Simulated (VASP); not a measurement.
# Ti3Al (Fm-3m) in VASP: single point with PBE

Aim: the single point of Ti3Al with PBE.

All numbers are computed with VASP 6.6.1; they aren't measurements. Logs are shortened: lines on timing, memory, paths and dates and some standing lists are left out, and cuts for length are marked.

## 1. The cell of the first run

Symmetry: Fm-3m, No. 225, cubic system. Conventional cell: a = 5.870 Å, b = 5.870 Å, c = 5.870 Å, α = 90.00°, β = 90.00°, γ = 90.00°. Within 3.4 Å of Ti (site symmetry -43m) lie 10 Ti at 2.54 to 2.93 Å and 4 Al at 2.54 Å. Ti (site symmetry m-3m) has 8 Ti at 2.54 Å and 6 Al at 2.93 Å within 3.4 Å. Within 3.4 Å of Al (site symmetry m-3m) lie 14 Ti at 2.54 to 2.93 Å.

## 2. Single point, PBE, collinear spin, ferromagnetic start

Input file INCAR:

```
SYSTEM = Ti3Al
ALGO = Normal
EDIFF = 1E-6
ENCUT = 500
GGA = PE
GGA_COMPAT = .False.
ISIF = 2
ISMEAR = 0
ISPIN = 2
LASPH = .True.
LCHARG = .False.
LMAXMIX = 4
LORBIT = 11
LREAL = .False.
LWAVE = .False.
MAGMOM = 0.25 0.25 0.25 0
NBANDS = 32
NELM = 200
NUPDOWN = 0.75
PREC = Accurate
SIGMA = 0.15
```

Input file KPOINTS:

```
k-points
0
Gamma
  12 12 12
  0 0 0
```

Input file POSCAR:

```
Ti3Al
1.0
    0.0000000000      2.9349709634      2.9349709634
    2.9349709634      0.0000000000      2.9349709634
    2.9349709634      2.9349709634      0.0000000000
Ti Al
3 1
Direct
    0.7500000000      0.7500000000      0.7500000000
    0.2500000000      0.2500000000      0.2500000000
    0.0000000000      0.0000000000      0.0000000000
    0.5000000000      0.5000000000      0.5000000000
```

Potentials or basis: VASP PAW PBE potentials, release 64 (Ti_sv, Al).

The run is started by

```sh
cat potpaw_PBE.64/Ti_sv/POTCAR potpaw_PBE.64/Al/POTCAR > POTCAR
mpirun -np 1 vasp_std > vasp.out
```

OUTCAR:

```text
SYSTEM = Ti3Al
   EDIFF = 1E-6
   ENCUT = 500
   GGA = PE
   ISIF = 2
   ISMEAR = 0
   ISPIN = 2
   LASPH = .True.
   LORBIT = 11
   LREAL = .False.
   NELM = 200
   NUPDOWN = 0.75
   PREC = Accurate

 ion  position               nearest neighbor table
   1  0.750  0.750  0.750-   4 2.54   4 2.54   4 2.54   3 2.54   4 2.54   3 2.54   3 2.54   3 2.54

   2  0.250  0.250  0.250-   3 2.54   3 2.54   3 2.54   3 2.54   4 2.54   4 2.54   4 2.54   4 2.54

   3  0.000  0.000  0.000-   1 2.54   1 2.54   1 2.54   1 2.54   2 2.54   2 2.54   2 2.54   2 2.54
                             4 2.93   4 2.93   4 2.93   4 2.93   4 2.93   4 2.93
   4  0.500  0.500  0.500-   2 2.54   2 2.54   2 2.54   1 2.54   2 2.54   1 2.54   1 2.54   1 2.54
                             3 2.93   3 2.93   3 2.93   3 2.93   3 2.93   3 2.93

  LATTYP: Found a face centered cubic cell.
 ALAT       =     5.8699419268

  Lattice vectors:

 A1 = (   0.0000000000,   2.9349709634,   2.9349709634)
 A2 = (   2.9349709634,   0.0000000000,   2.9349709634)
 A3 = (   2.9349709634,   2.9349709634,   0.0000000000)

Analysis of symmetry for initial positions (statically):
=====================================================================
 Subroutine PRICEL returns:
 Original cell was already a primitive cell.

 Routine SETGRP: Setting up the symmetry group for a
 face centered cubic supercell.

 Subroutine GETGRP returns: Found 48 space group operations
 (whereof 48 operations were pure point group operations)
 out of a pool of 48 trial point group operations.

The static configuration has the point symmetry O_h .

Analysis of symmetry for dynamics (positions and initial velocities):
=====================================================================
 Subroutine PRICEL returns:
 Original cell was already a primitive cell.

 Routine SETGRP: Setting up the symmetry group for a
 face centered cubic supercell.

 Subroutine GETGRP returns: Found 48 space group operations
 (whereof 48 operations were pure point group operations)
 out of a pool of 48 trial point group operations.

The dynamic configuration has the point symmetry O_h .

Analysis of structural, dynamic, and magnetic symmetry:
=====================================================================
 Subroutine PRICEL returns:
 Original cell was already a primitive cell.

 Routine SETGRP: Setting up the symmetry group for a
 face centered cubic supercell.

 Subroutine GETGRP returns: Found 48 space group operations
 (whereof 48 operations were pure point group operations)
 out of a pool of 48 trial point group operations.

The overall configuration has the point symmetry O_h .

 Subroutine INISYM returns: Found 48 space group operations
 (whereof 48 operations are pure point group operations),
 and found     1 'primitive' translations

----------------------------------------------------------------------------------------

                                     Primitive cell

  volume of cell :      50.5640

  direct lattice vectors                    reciprocal lattice vectors
     0.000000000  2.934970963  2.934970963    -0.170359437  0.170359437  0.170359437
     2.934970963  0.000000000  2.934970963     0.170359437 -0.170359437  0.170359437
     2.934970963  2.934970963  0.000000000     0.170359437  0.170359437 -0.170359437

  length of vectors
     4.150675742  4.150675742  4.150675742     0.295071200  0.295071200  0.295071200

  position of ions in fractional coordinates (direct lattice)
     0.750000000  0.750000000  0.750000000
     0.250000000  0.250000000  0.250000000
     0.000000000  0.000000000  0.000000000
     0.500000000  0.500000000  0.500000000

  ion indices of the primitive-cell ions
   primitive index   ion index
                 1           1
                 2           2
                 3           3
                 4           4

----------------------------------------------------------------------------------------

 KPOINTS: k-points

Automatic generation of k-mesh.
 Grid dimensions read from file:
 generate k-points for:   12   12   12

 Generating k-lattice:

  Cartesian coordinates                     Fractional coordinates (reciprocal lattice)
    -0.014196620  0.014196620  0.014196620     0.083333333  0.000000000  0.000000000
     0.014196620 -0.014196620  0.014196620     0.000000000  0.083333333  0.000000000
     0.014196620  0.014196620 -0.014196620     0.000000000  0.000000000  0.083333333

  Length of vectors
     0.024589267  0.024589267  0.024589267

  Shift w.r.t. Gamma in fractional coordinates (k-lattice)
     0.000000000  0.000000000  0.000000000

 Subroutine IBZKPT returns following result:
 ===========================================

 Found     72 irreducible k-points:

 Following reciprocal coordinates:
            Coordinates               Weight
  0.000000  0.000000  0.000000      1.000000
  0.083333  0.000000  0.000000      8.000000
  0.166667  0.000000  0.000000      8.000000
  0.250000  0.000000  0.000000      8.000000
  0.333333  0.000000  0.000000      8.000000
  0.416667  0.000000  0.000000      8.000000
[... 16 lines left out ...]
  0.500000  0.166667  0.000000     24.000000
 -0.416667  0.166667  0.000000     24.000000
 [... further k-points ...]
   k-points           NKPTS =     72   k-points in BZ     NKDIM =     72   number of bands    NBANDS=     32
   number of dos      NEDOS =    301   number of ions     NIONS =      4
   total plane-waves  NPLWV =  27000
   dimension x,y,z NGX =    30 NGY =   30 NGZ =   30
   dimension x,y,z NGXF=    60 NGYF=   60 NGZF=   60
   ions per type =               3   1
   NGX,Y,Z   is equivalent  to a cutoff of  12.02, 12.02, 12.02 a.u.
   NGXF,Y,Z  is equivalent  to a cutoff of  24.03, 24.03, 24.03 a.u.
 SYSTEM =  Ti3Al
   PREC   = accura    normal or accurate (medium, high low for compatibility)
   ISTART =      0    job   : 0-new  1-cont  2-samecut
   ICHARG =      2    charge: 1-file 2-atom 10-const
   ISPIN  =      2    spin polarized calculation?
   LNONCOLLINEAR =      F non collinear calculations
   LSORBIT =      F    spin-orbit coupling
   LASPH  =      T    aspherical Exc in radial PAW
   ENCUT  =  500.0 eV  36.75 Ry    6.06 a.u.   7.57  7.57  7.57*2*pi/ulx,y,z
   NELM   =    200;   NELMIN=  2; NELMDL= -5     # of ELM steps
   EDIFF  = 0.1E-05   stopping-criterion for ELM
   LREAL  =      F    real-space projection
   EDIFFG = 0.1E-04   stopping-criterion for IOM
   NSW    =      0    number of steps for IOM
   IBRION =     -1    ionic relax: 0-MD 1-quasi-New 2-CG
   NFREE  =      0    steps in history (QN), initial steepest desc. (CG)
   ISIF   =      2    stress and relaxation
   ISYM   =      2    0-nonsym 1-usesym 2-fastsym
   POTIM  = 0.5000    time-step for ionic-motion
   TEBEG  =    0.0;   TEEND  =   0.0 temperature during run
   PSTRESS=    0.0 pullay stress
   NELECT =      39.0000    total number of electrons
   NUPDOWN=       0.7500    fix difference up-down
   EMIN   =  10.00;   EMAX   =-10.00  energy-range for DOS
   EFERMI =   0.00;   METHOD = LEGACY
   ISMEAR =     0;   SIGMA  =   0.15  broadening in eV -4-tet -1-fermi 0-gaus
   EFERMI_NEDOS =   21; number of points for ismear=-14 and -15
   IALGO  =     38    algorithm
   IMIX   =      4    mixing-type and parameters
     AMIX     =   0.40;   BMIX     =  1.00
     AMIX_MAG =   1.60;   BMIX_MAG =  1.00
  volume/ion in A,a.u.               =      12.64        85.31
  Fermi-wavevector in a.u.,A,eV,Ry     =   1.501352  2.837144 30.668323  2.254058
  Thomas-Fermi vector in A             =   2.612734
   LORBIT       =     11    0 simple, 1 ext, 2 COOP (PROOUT), +10 PAW based schemes
   GGA     = PE    functional components
   LHFCALC =     F    Hartree Fock is set to
   AEXX    =    0.0000 exact exchange contribution
   IVDW    =     0    specifies the selected vdW correction
   LEPSILON=     F    determine dielectric tensor
   LRPA    =     F    only Hartree local field effects (RPA)
 spin polarized calculation
 Gauss-broadening in eV      SIGMA  =   0.15
  energy-cutoff  :      500.00
  volume of cell :       50.56
 maximum number of plane-waves:      1304
   NGX = 15   NGY = 15   NGZ = 15

 number of electron      39.0000017 magnetization       0.7500000

 Free energy of the ion-electron system (eV)
  ---------------------------------------------------
  ext. energy  EPLUGINS =         0.00000000
  ---------------------------------------------------
  free energy    TOTEN  =       -25.72433329 eV

  energy without entropy =      -25.66860815  energy(sigma->0) =      -25.69647072

 E-fermi :  11.4004     XC(G=0): -12.6204

 val. band max:       11.4130739003   @ k =   0.4167   0.3333   0.0000
 cond. band min:      11.4021264287   @ k =  -0.4167   0.3333   0.0000
 fundamental gap:     -0.0109474716
 Fermi energy:        11.4133420683

 spin component 1

 k-point     1 :       0.0000    0.0000    0.0000
  band No.  band energies     occupation
      1     -44.7783      1.00000
      2     -44.4295      1.00000
      3     -44.2525      1.00000
      4     -21.1946      1.00000
      5     -21.1946      1.00000
      6     -21.1946      1.00000
[... 23 lines left out ...]
     30      19.1148      0.00000
     31      19.1148      0.00000

 k-point     2 :       0.0833    0.0000    0.0000
  band No.  band energies     occupation
      1     -44.7708      1.00000
      2     -44.4316      1.00000
      3     -44.2584      1.00000
      4     -21.2324      1.00000
      5     -21.2145      1.00000
      6     -21.2145      1.00000
[... 23 lines left out ...]
     30      19.1761      0.00000
     31      19.1761      0.00000

 k-point     3 :       0.1667    0.0000    0.0000
  band No.  band energies     occupation
      1     -44.7490      1.00000
      2     -44.4377      1.00000
      3     -44.2751      1.00000
      4     -21.2856      1.00000
      5     -21.2566      1.00000
      6     -21.2566      1.00000
[... 703 lines left out ...]
     30      17.5902      0.00000
     31      17.8151      0.00000

 k-point    24 :      -0.4167    0.1667    0.0000
  band No.  band energies     occupation
      1     -44.5975      1.00000
      2     -44.4901      1.00000
      3     -44.3780      1.00000
      4     -21.4102      1.00000
      5     -21.4048      1.00000
      6     -21.2946      1.00000
[... 23 lines left out ...]
     30      17.6096      0.00000
     31      17.8567      0.00000

 [... further k-points ...]

 spin component 2

 k-point     1 :       0.0000    0.0000    0.0000
  band No.  band energies     occupation
      1     -44.6121      1.00000
      2     -44.3551      1.00000
      3     -43.9857      1.00000
      4     -20.9686      1.00000
      5     -20.9686      1.00000
      6     -20.9686      1.00000
[... 23 lines left out ...]
     30      19.2258      0.00000
     31      19.2258      0.00000

 k-point     2 :       0.0833    0.0000    0.0000
  band No.  band energies     occupation
      1     -44.6053      1.00000
      2     -44.3572      1.00000
      3     -43.9909      1.00000
      4     -21.0399      1.00000
      5     -21.0051      1.00000
      6     -21.0051      1.00000
[... 23 lines left out ...]
     30      19.2870      0.00000
     31      19.2870      0.00000

 k-point     3 :       0.1667    0.0000    0.0000
  band No.  band energies     occupation
      1     -44.5855      1.00000
      2     -44.3633      1.00000
      3     -44.0055      1.00000
      4     -21.1019      1.00000
      5     -21.0542      1.00000
      6     -21.0542      1.00000
[... 703 lines left out ...]
     30      17.7062      0.00000
     31      17.9417      0.00000

 k-point    24 :      -0.4167    0.1667    0.0000
  band No.  band energies     occupation
      1     -44.4534      1.00000
      2     -44.4153      1.00000
      3     -44.0894      1.00000
      4     -21.2195      1.00000
      5     -21.2110      1.00000
      6     -21.0924      1.00000
[... 23 lines left out ...]
     30      17.7321      0.00000
     31      17.9681      0.00000

 [... further k-points ...]

 [bands above 31 left out]

------------------------ aborting loop because EDIFF is reached ----------------------------------------

  FORCE on cell =-STRESS in cart. coord.  units (eV):
  Direction    XX          YY          ZZ          XY          YZ          ZX
  --------------------------------------------------------------------------------------
  -------------------------------------------------------------------------------------
  Total       16.3543440     16.3543440     16.3543440      0.0000000     -0.0000000      0.0000000
  in kB      518.2058220    518.2058220    518.2058220      0.0000000     -0.0000000      0.0000000
  external PRESSURE =     518.2058220 kB  Pullay stress =       0.0000000 kB

 VOLUME and BASIS-vectors are now :
 -----------------------------------------------------------------------------
  energy-cutoff  :      500.00
  volume of cell :       50.56
      direct lattice vectors                 reciprocal lattice vectors
     0.000000000  2.934970963  2.934970963    -0.170359437  0.170359437  0.170359437
     2.934970963  0.000000000  2.934970963     0.170359437 -0.170359437  0.170359437
     2.934970963  2.934970963  0.000000000     0.170359437  0.170359437 -0.170359437

 POSITION                                       TOTAL-FORCE (eV/Angst)
 -----------------------------------------------------------------------------------
      4.40246      4.40246      4.40246        -0.000000      0.000000      0.000000
      1.46749      1.46749      1.46749         0.000000     -0.000000     -0.000000
      0.00000      0.00000      0.00000        -0.000000     -0.000000     -0.000000
      2.93497      2.93497      2.93497        -0.000000     -0.000000     -0.000000
 -----------------------------------------------------------------------------------
    total drift:                                0.000000     -0.000000      0.000000

  FREE ENERGIE OF THE ION-ELECTRON SYSTEM (eV)
  ---------------------------------------------------
  free  energy   TOTEN  =       -25.7243332946 eV

  energy  without entropy=      -25.6686081471  energy(sigma->0) =      -25.69647072

 total charge

# of ion       s       p       d       tot
------------------------------------------
    1        2.275   6.197   2.199  10.670
    2        2.275   6.197   2.199  10.670
    3        2.326   6.140   2.265  10.731
    4        0.454   0.547   0.000   1.000
--------------------------------------------------
tot          7.329  19.080   6.662  33.071

 magnetization (x)

# of ion       s       p       d       tot
------------------------------------------
    1        0.001   0.021   0.074   0.096
    2        0.001   0.021   0.074   0.096
    3        0.005   0.014   0.404   0.424
    4       -0.002  -0.002   0.000  -0.004
--------------------------------------------------
tot          0.006   0.054   0.552   0.611
```

Run time: 3.1 min. Hardware: 1 thread of AMD EPYC 7R43 (Zen 3), shared host; peak memory 0.26 GiB.

What came out:

* Free energy: -25.7243 eV
* Pressure: 51.8 GPa
* Net moment: 0.75 μB per cell
* Site moments: Ti +0.10, +0.42; Al -0.00 μB
* Valence electrons inside the program's atomic spheres: Ti 10.67, 10.73; Al 1.00

Caveat: the total moment is fixed, so each spin has its own Fermi level.
